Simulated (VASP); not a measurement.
ScNb2O3:

```
Sc Nb O
1.0
     2.79685   -4.26498    0.00000
     2.79685    4.26498    0.00000
     0.00000    0.00000    2.78397
Sc Nb O
1 2 3
Direct
  0.50000 0.50000 0.00000
  0.21563 0.78437 0.00000
  0.78437 0.21563 0.00000
  0.00000 0.00000 0.00000
  0.50000 0.00000 0.50000
  0.00000 0.50000 0.50000
```

The cell was generated, and may not be a known phase.

* Program: VASP 6.6.1
* Task: relaxation of cell and atoms
* Functional: PBE
* Potentials or basis: VASP PAW PBE potentials, release 64 (Sc_sv, Nb_sv, O)
* Cutoff: 600 eV
* k mesh: 4 × 4 × 6
* Occupations: gaussian, width 0.1 eV
* Spin: no spin polarisation

At the start: pressure 68.0 GPa; volume 11.07 Å³/atom.

Q: How do energy, volume and symmetry change on relaxing?

A: Over 17 steps the energy falls by 920.8 meV/atom and the volume is 14.15 Å³/atom (+27.9 %); space group Cmmm (No. 65, to 0.1 Å) before and after.

The path:
```
step  energy change (eV)  largest force (eV/Å)  pressure (GPa)  volume (Å³)
   1              0.0000                1.8417           68.05        66.42
   2              1.0404                1.7075          -28.68       122.49
   3             -3.3704                1.4082           -3.56        87.38
   4             -3.3886                1.3373           -1.30        86.09
   5             -3.3904                1.3073           -0.38        85.59
   6             -3.8563                0.8354           -1.69        86.43
   7             -4.9712                0.2025           -4.36        87.61
   8             -3.1933                4.1287           -1.29        86.40
   9             -5.2695                1.2757           -5.40        87.77
  10             -5.3090                1.6460           -5.64        87.77
  11             -5.3876                1.1006            0.36        84.60
  12             -5.4288                1.3237           -2.17        85.75
  13             -5.5072                0.4770            0.39        84.66
  14             -5.5096                0.2890            0.99        84.43
  15             -5.5215                0.0917            0.08        84.90
  16             -5.5235                0.0364           -0.48        85.19
  17             -5.5248                0.0145            0.05        84.92
```

Final structure:
```
CELL_PARAMETERS angstrom
2.41501 -5.23946 0.00000
2.41501 5.23946 0.00000
0.00000 0.00000 3.35559
ATOMIC_POSITIONS crystal
Sc 0.50000 0.50000 0.00000
Nb 0.19932 0.80068 0.00000
Nb 0.80068 0.19932 0.00000
O 0.00000 0.00000 0.00000
O 0.50000 0.00000 0.50000
O 0.00000 0.50000 0.50000
```

Caveat: the k points lie up to 0.36 Å⁻¹ apart in the final cell, too coarse for converged energies and pressures of a metal; the volume moved by over 15 % at a fixed basis, so the end points are rough; an odd number of electrons without spin polarisation forces a metal; a magnetic or distorted state may lie lower.
